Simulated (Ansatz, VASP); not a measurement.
## Al2GaAs3: VASP beside Ansatz

File INCAR:

```
SYSTEM = Al2GaAs3
PREC = Accurate ; ENCUT = 520
EDIFF = 1E-6 ; ISMEAR = 0
SIGMA = 0.1 ; LREAL = .FALSE.
LASPH = .TRUE. ; NELM = 80
ALGO = Normal ; ISIF = 2
LWAVE = .FALSE. ; LCHARG = .FALSE.
GGA = PE ; NBANDS = 26
```

File KPOINTS:

```
regular mesh
0
G
  6 6 2
  0 0 0
```

The input POSCAR:

```
Al2GaAs3
1.0
    3.8536268600      0.0000000000      0.0000000000
   -1.9268134300      3.3373387600      0.0000000000
    0.0000000000      0.0000000000      9.4394194800
Al Ga As
2 1 3
Direct
    0.3333333300      0.6666666700      0.6666666700
    0.6666666700      0.3333333300      0.3333333300
    0.0000000000      0.0000000000      0.0000000000
    0.0000000000      0.0000000000      0.7500000000
    0.3333333300      0.6666666700      0.4166666700
    0.6666666700      0.3333333300      0.0833333300
```

Input for Ansatz:

```yaml
crystal:
  lattice:
    - [3.85362686, 0.0, 0.0]
    - [-1.92681343, 3.33733876, 0.0]
    - [0.0, 0.0, 9.43941948]
  atoms:
    - { symbol: Al, position: [0.33333333, 0.66666667, 0.66666667] }
    - { symbol: Al, position: [0.66666667, 0.33333333, 0.33333333] }
    - { symbol: Ga, position: [0.0, 0.0, 0.0] }
    - { symbol: As, position: [0.0, 0.0, 0.75] }
    - { symbol: As, position: [0.33333333, 0.66666667, 0.41666667] }
    - { symbol: As, position: [0.66666667, 0.33333333, 0.08333333] }
basis:
  ecutwfc: 420
kpoints:
  mp_grid: { grid: [6, 6, 2] }
hamiltonian:
  xc: pbe
scf:
  occupations: { method: gaussian, width: 0.1 }
  lower_state_search: "off"
output:
  forces: true
  stress: true
  eigenvalues: true
```

Alike in both runs: task single point; functional PBE; k mesh 6 × 6 × 2; occupations gaussian, width 0.1 eV; no spin polarisation.

|  | VASP | Ansatz |
| --- | --- | --- |
| version | VASP 6.6.1 | Ansatz 0.2.0 |
| potentials or method | VASP PAW PBE potentials, release 64 (Al, Ga_d, As), cutoff 520 eV | scalar-relativistic, plane waves, PAW |
| valence electrons in the cell | 34 | 64 |

VASP gave:

```
gap on the k mesh at the Fermi level (eV)                     : 1.17
least direct gap on the mesh (eV)                             : 1.81
pressure (GPa)                                                : 14.2
traceless stress, the component that is largest in VASP (GPa) : -0.12
rms of the force components (eV/Å)                            : 0.032
```

Problem. Which values does Ansatz return?

Solution. gap on the k mesh at the Fermi level (eV): 1.18; least direct gap on the mesh (eV): 1.82; pressure (GPa): 13.9; traceless stress, the component that is largest in VASP (GPa): -0.12; rms of the force components (eV/Å): 0.032.

Atom by atom the forces differ by 0.001 eV/Å (rms over components). With one functional, cell and mesh, what is left measures potentials, basis and numerics. VASP's potentials hold 34 valence electrons a cell and Ansatz's 64, so a difference there can come from the potentials and not from the codes.
